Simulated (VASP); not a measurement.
Write the native input for VASP 6.6.1 that does the following.

```yaml
Task: single point
Functional: PBE
Potentials_or_basis: VASP PAW PBE potentials, release 64 (Sn_d)
Cutoff: 520 eV
k_mesh: 12 × 12 × 12
Occupations: fermi-dirac, width 0.136057 eV
Spin: no spin polarisation
Dipole_correction: no
Further_INCAR_settings: ALGO = Normal; EDIFF = 1e-07; NBANDS = 13
```

The structure of Sn lies in POSCAR:

```
Sn
1.0
   -1.9080910727      1.9080910727      1.9080910727
    1.9080910727     -1.9080910727      1.9080910727
    1.9080910727      1.9080910727     -1.9080910727
Sn
1
Direct
    0.0000000000      0.0000000000      0.0000000000
```

These files were run (other wordings do the same):

INCAR

```
ALGO = Normal ; EDIFF = 1E-7
ENCUT = 520 ; GGA = PE
ISIF = 2 ; ISMEAR = -1
LASPH = True ; LCHARG = True
LELF = True ; LREAL = False
LVHAR = True ; LWAVE = False
NBANDS = 13 ; NELM = 60
PREC = Accurate ; SIGMA = 0.13605693000000002
```

KPOINTS

```
k-points
0
Gamma
  12 12 12
```

Potentials or basis: VASP PAW PBE potentials, release 64 (Sn_d).

Command:

```sh
$ cat potpaw_PBE.64/Sn_d/POTCAR > POTCAR
$ mpirun -np 1 vasp_std > vasp.out
```

Results of the run:

* Pressure: -0.3 GPa
* Band gap on the k mesh: zero (band 7 reaches 15.59 eV, above the bottom of band 8 at 5.43 eV)

Caveat: spin-orbit coupling is left out, which moves the levels of the heavy elements.

Run time: 17 s on 1 thread of Intel(R) Xeon(R) Platinum 8559C (Emerald Rapids) (shared host), peak memory 0.16 GiB.
